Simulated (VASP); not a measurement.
# Ag (P6_3/mmc) in VASP: a series of runs

Runs on Ag. Level: PBE. Tasks: electric field gradients.

Program: VASP 6.6.1. These are calculated values, not measurements. Logs are shortened: lines on timing, memory, paths and dates and some standing lists are left out, and cuts for length are marked.

## (1) The cell of the first run

Symmetry: P6_3/mmc, No. 194, hexagonal system. The conventional cell has a = 2.886 Å, b = 2.886 Å, c = 10.000 Å, α = 90.00°, β = 90.00°, γ = 120.00°. Within 3.8 Å of Ag (site symmetry -6m2) lie 12 Ag at 2.89 to 3.00 Å. Within 3.8 Å of Ag (site symmetry -3m) lie 12 Ag at 2.89 to 3.00 Å.

This isn't the form of Ag at room conditions, which is fcc.

## (2) Electric field gradients, PBE

INCAR reads:

```
SYSTEM = Ag
PREC = Accurate ; ENCUT = 520
EDIFF = 1E-8 ; ISMEAR = -1
SIGMA = 0.08 ; LREAL = .FALSE.
LASPH = .TRUE. ; NELM = 100
ALGO = Normal ; ISIF = 2
LWAVE = .FALSE. ; LCHARG = .FALSE.
GGA = PE ; LEFG = .TRUE.
NBANDS = 30
```

KPOINTS reads:

```
regular mesh
0
G
  14 14 4
  0 0 0
```

POSCAR reads:

```
Ag
1.0
    2.8861989086      0.0000000000      0.0000000000
   -1.4430994543      2.4995215753      0.0000000000
    0.0000000000      0.0000000000     10.0000000000
Ag
4
Direct
    0.3333333333      0.6666666667      0.2500000000
    0.6666666667      0.3333333333      0.7500000000
    0.0000000000      0.0000000000      0.0000000000
    0.0000000000      0.0000000000      0.5000000000
```

Potentials or basis: VASP PAW PBE potentials, release 64 (Ag).

Run with:

```console
> cat potpaw_PBE.64/Ag/POTCAR > POTCAR
> mpirun -np 1 vasp_std > vasp.out
```

OUTCAR:

```text
SYSTEM = Ag
   PREC = Accurate
   ENCUT = 520
   EDIFF = 1E-8
   ISMEAR = -1
   LREAL = .FALSE.
   LASPH = .TRUE.
   NELM = 100
   ISIF = 2
   GGA = PE

 ion  position               nearest neighbor table
   1  0.333  0.667  0.250-   3 3.00   4 3.00   3 3.00   4 3.00   3 3.00   4 3.00
   2  0.667  0.333  0.750-   3 3.00   4 3.00   3 3.00   4 3.00   3 3.00   4 3.00
   3  0.000  0.000  0.000-   1 3.00   2 3.00   2 3.00   1 3.00   2 3.00   1 3.00
   4  0.000  0.000  0.500-   1 3.00   2 3.00   2 3.00   1 3.00   2 3.00   1 3.00

  LATTYP: Found a hexagonal cell.
 ALAT       =     2.8861989086
 C/A-ratio  =     3.4647646668

  Lattice vectors:

 A1 = (   2.8861989086,   0.0000000000,   0.0000000000)
 A2 = (  -1.4430994543,   2.4995215753,   0.0000000000)
 A3 = (   0.0000000000,   0.0000000000,  10.0000000000)

Analysis of symmetry for initial positions (statically):
=====================================================================
 Subroutine PRICEL returns:
 Original cell was already a primitive cell.

 Routine SETGRP: Setting up the symmetry group for a
 hexagonal supercell.

 Subroutine GETGRP returns: Found 24 space group operations
 (whereof 12 operations were pure point group operations)
 out of a pool of 24 trial point group operations.

The static configuration has the point symmetry D_3d.
 The point group associated with its full space group is D_6h.

Analysis of symmetry for dynamics (positions and initial velocities):
=====================================================================
 Subroutine PRICEL returns:
 Original cell was already a primitive cell.

 Routine SETGRP: Setting up the symmetry group for a
 hexagonal supercell.

 Subroutine GETGRP returns: Found 24 space group operations
 (whereof 12 operations were pure point group operations)
 out of a pool of 24 trial point group operations.

The dynamic configuration has the point symmetry D_3d.
 The point group associated with its full space group is D_6h.

 Subroutine INISYM returns: Found 24 space group operations
 (whereof 12 operations are pure point group operations),
 and found     1 'primitive' translations

----------------------------------------------------------------------------------------

                                     Primitive cell

  volume of cell :      72.1412

  direct lattice vectors                    reciprocal lattice vectors
     2.886198909  0.000000000  0.000000000     0.346476467  0.200038281  0.000000000
    -1.443099454  2.499521575  0.000000000     0.000000000  0.400076563  0.000000000
     0.000000000  0.000000000 10.000000000     0.000000000  0.000000000  0.100000000

  length of vectors
     2.886198909  2.886198909 10.000000000     0.400076563  0.400076563  0.100000000

  position of ions in fractional coordinates (direct lattice)
     0.333333333  0.666666667  0.250000000
     0.666666667  0.333333333  0.750000000
     0.000000000  0.000000000  0.000000000
     0.000000000  0.000000000  0.500000000

  ion indices of the primitive-cell ions
   primitive index   ion index
                 1           1
                 2           2
                 3           3
                 4           4

----------------------------------------------------------------------------------------

 KPOINTS: regular mesh

Automatic generation of k-mesh.
 Grid dimensions read from file:
 generate k-points for:   14   14    4

 Generating k-lattice:

  Cartesian coordinates                     Fractional coordinates (reciprocal lattice)
     0.024748319  0.014288449  0.000000000     0.071428571 -0.000000000  0.000000000
     0.000000000  0.028576897  0.000000000     0.000000000  0.071428571  0.000000000
     0.000000000  0.000000000  0.025000000     0.000000000  0.000000000  0.250000000

  Length of vectors
     0.028576897  0.028576897  0.025000000

  Shift w.r.t. Gamma in fractional coordinates (k-lattice)
     0.000000000  0.000000000  0.000000000

 Subroutine IBZKPT returns following result:
 ===========================================

 Found     72 irreducible k-points:

 Following reciprocal coordinates:
            Coordinates               Weight
  0.000000  0.000000  0.000000      1.000000
  0.071429  0.000000  0.000000      6.000000
  0.142857  0.000000  0.000000      6.000000
  0.214286  0.000000  0.000000      6.000000
  0.285714 -0.000000  0.000000      6.000000
  0.357143  0.000000  0.000000      6.000000
[... 16 lines left out ...]
  0.285714  0.285714  0.000000      6.000000
  0.357143  0.285714  0.000000      6.000000
 [... further k-points ...]
   k-points           NKPTS =     72   k-points in BZ     NKDIM =     72   number of bands    NBANDS=     30
   number of dos      NEDOS =    301   number of ions     NIONS =      4
   total plane-waves  NPLWV =  46080
   dimension x,y,z NGX =    24 NGY =   24 NGZ =   80
   dimension x,y,z NGXF=    48 NGYF=   48 NGZF=  160
   ions per type =               4
   NGX,Y,Z   is equivalent  to a cutoff of  13.82, 13.82, 13.30 a.u.
   NGXF,Y,Z  is equivalent  to a cutoff of  27.65, 27.65, 26.60 a.u.
 SYSTEM =  Ag
   PREC   = accura    normal or accurate (medium, high low for compatibility)
   ISTART =      0    job   : 0-new  1-cont  2-samecut
   ICHARG =      2    charge: 1-file 2-atom 10-const
   ISPIN  =      1    spin polarized calculation?
   LNONCOLLINEAR =      F non collinear calculations
   LSORBIT =      F    spin-orbit coupling
   LASPH  =      T    aspherical Exc in radial PAW
   ENCUT  =  520.0 eV  38.22 Ry    6.18 a.u.   5.37  5.37 18.59*2*pi/ulx,y,z
   NELM   =    100;   NELMIN=  2; NELMDL= -5     # of ELM steps
   EDIFF  = 0.1E-07   stopping-criterion for ELM
   LREAL  =      F    real-space projection
   EDIFFG = 0.1E-06   stopping-criterion for IOM
   NSW    =      0    number of steps for IOM
   IBRION =     -1    ionic relax: 0-MD 1-quasi-New 2-CG
   NFREE  =      0    steps in history (QN), initial steepest desc. (CG)
   ISIF   =      2    stress and relaxation
   ISYM   =      2    0-nonsym 1-usesym 2-fastsym
   POTIM  = 0.5000    time-step for ionic-motion
   TEBEG  =    0.0;   TEEND  =   0.0 temperature during run
   PSTRESS=    0.0 pullay stress
   NELECT =      44.0000    total number of electrons
   NUPDOWN=      -1.0000    fix difference up-down
   EMIN   =  10.00;   EMAX   =-10.00  energy-range for DOS
   EFERMI =   0.00;   METHOD = LEGACY
   ISMEAR =    -1;   SIGMA  =   0.08  broadening in eV -4-tet -1-fermi 0-gaus
   EFERMI_NEDOS =   21; number of points for ismear=-14 and -15
   IALGO  =     38    algorithm
   IMIX   =      4    mixing-type and parameters
     AMIX     =   0.40;   BMIX     =  1.00
     AMIX_MAG =   1.60;   BMIX_MAG =  1.00
  volume/ion in A,a.u.               =      18.04       121.71
  Fermi-wavevector in a.u.,A,eV,Ry     =   1.388347  2.623595 26.225328  1.927507
  Thomas-Fermi vector in A             =   2.512482
   LORBIT       =      0    0 simple, 1 ext, 2 COOP (PROOUT), +10 PAW based schemes
   GGA     = PE    functional components
   LHFCALC =     F    Hartree Fock is set to
   AEXX    =    0.0000 exact exchange contribution
   IVDW    =     0    specifies the selected vdW correction
   LEPSILON=     F    determine dielectric tensor
   LRPA    =     F    only Hartree local field effects (RPA)
 non-spin polarized calculation
  energy-cutoff  :      520.00
  volume of cell :       72.14
 maximum number of plane-waves:      1993
 NGX is ok and might be reduce to    24
   NGX = 11   NGY = 11   NGZ = 37

 number of electron      43.9999999 magnetization

 Free energy of the ion-electron system (eV)
  ---------------------------------------------------
  ext. energy  EPLUGINS =         0.00000000
  ---------------------------------------------------
  free energy    TOTEN  =       -10.82391056 eV

  energy without entropy =      -10.79637122  energy(sigma->0) =      -10.81014089

 E-fermi :   7.6558     XC(G=0): -11.8740

 val. band max:        7.6152910862   @ k =   0.2143   0.0714   0.5000
 cond. band min:       7.6567064392   @ k =   0.3571   0.1429   0.5000
 fundamental gap:      0.0414153530
 Fermi energy:         7.6557888585

 k-point     1 :       0.0000    0.0000    0.0000
  band No.  band energies     occupation
      1       0.3079      2.00000
      2       1.4642      2.00000
      3       1.4669      2.00000
      4       1.5483      2.00000
      5       2.8387      2.00000
      6       3.0773      2.00000
[... 781 lines left out ...]
     29      14.2048      0.00000
     30      16.4055      0.00000

 [... further k-points ...]
[... 5 lines left out ...]
  --------------------------------------------------------------------------------------
  -------------------------------------------------------------------------------------
  Total        0.5199780      0.5199780     -1.6906336      0.0000000      0.0000000     -0.0000000
  in kB       11.5481488     11.5481488    -37.5471461      0.0000000      0.0000000     -0.0000000
  external PRESSURE =      -4.8169495 kB  Pullay stress =       0.0000000 kB

 VOLUME and BASIS-vectors are now :
 -----------------------------------------------------------------------------
  energy-cutoff  :      520.00
  volume of cell :       72.14
      direct lattice vectors                 reciprocal lattice vectors
     2.886198909  0.000000000  0.000000000     0.346476467  0.200038281  0.000000000
    -1.443099454  2.499521575  0.000000000     0.000000000  0.400076563  0.000000000
     0.000000000  0.000000000 10.000000000     0.000000000  0.000000000  0.100000000

 POSITION                                       TOTAL-FORCE (eV/Angst)
 -----------------------------------------------------------------------------------
     -0.00000      1.66635      2.50000        -0.000000      0.000000      0.000000
      1.44310      0.83317      7.50000         0.000000     -0.000000     -0.000000
      0.00000      0.00000      0.00000         0.000000      0.000000     -0.000000
      0.00000      0.00000      5.00000         0.000000      0.000000     -0.000000
 -----------------------------------------------------------------------------------
    total drift:                               -0.000000      0.000000     -0.000000

  FREE ENERGIE OF THE ION-ELECTRON SYSTEM (eV)
  ---------------------------------------------------
  free  energy   TOTEN  =       -10.8239105617 eV

  energy  without entropy=      -10.7963712209  energy(sigma->0) =      -10.81014089

 Electric field gradients (V/A^2)
---------------------------------------------------------------------
 ion       V_xx      V_yy      V_zz      V_xy      V_xz      V_yz
---------------------------------------------------------------------
   1      -5.188    -5.188    10.376    -0.000     0.000     0.000
   2      -5.188    -5.188    10.376    -0.000     0.000    -0.000
   3      -4.691    -4.692     9.383    -0.000     0.000    -0.000
   4      -4.691    -4.692     9.383    -0.000    -0.000     0.000
---------------------------------------------------------------------

 Electric field gradients after diagonalization (V/A^2)
 (convention: |V_zz| > |V_xx| > |V_yy|)
----------------------------------------------------------------------
 ion       V_xx      V_yy      V_zz     asymmetry (V_yy - V_xx)/ V_zz
----------------------------------------------------------------------
   1      -5.188    -5.188    10.376       0.000
   2      -5.188    -5.188    10.376       0.000
   3      -4.692    -4.691     9.383       0.000
   4      -4.692    -4.691     9.383       0.000
----------------------------------------------------------------------

           NMR quadrupolar parameters

 Cq : quadrupolar parameter    Cq=e*Q*V_zz/h
 eta: asymmetry parameters     (V_yy - V_xx)/ V_zz
 Q  : nuclear electric quadrupole moment in mb (millibarn)
----------------------------------------------------------------------
 ion       Cq(MHz)       eta       Q (mb)
----------------------------------------------------------------------
   1       0.025       0.000       1.000
   2       0.025       0.000       1.000
   3       0.023       0.000       1.000
   4       0.023       0.000       1.000
----------------------------------------------------------------------
```

Wall time 3.5 min (1 thread of Intel Xeon 8259CL, shared host); peak memory 0.27 GiB.

What came out:

```
Free energy                             : -10.8239 eV
Pressure                                : -0.5 GPa
Band gap on the k mesh                  : zero (bands 22 and 23 overlap by 6.11 eV)
Largest electric field gradient by atom : Ag +10.4, +9.4 (each value once) V/Å²
```

Stress tensor (GPa, compression positive):
```
 1.15  0.00  0.00
 0.00  1.15  0.00
 0.00  0.00 -3.75
```

Electric field gradients, principal values (V/Å²):
| atom | least | middle | greatest (by size) |
| --- | --- | --- | --- |
| 1 Ag | -5.188 | -5.188 | 10.376 |
| 2 Ag | -5.188 | -5.188 | 10.376 |
| 3 Ag | -4.691 | -4.692 | 9.383 |
| 4 Ag | -4.691 | -4.692 | 9.383 |

Caveat: without QUAD_EFG the Cq values of the log hold for a quadrupole moment of 1 mb, not for the nuclei.

(Continued in part 2 of 4.)

The gap in the log of VASP goes by the Fermi energy; the results here count the filled bands.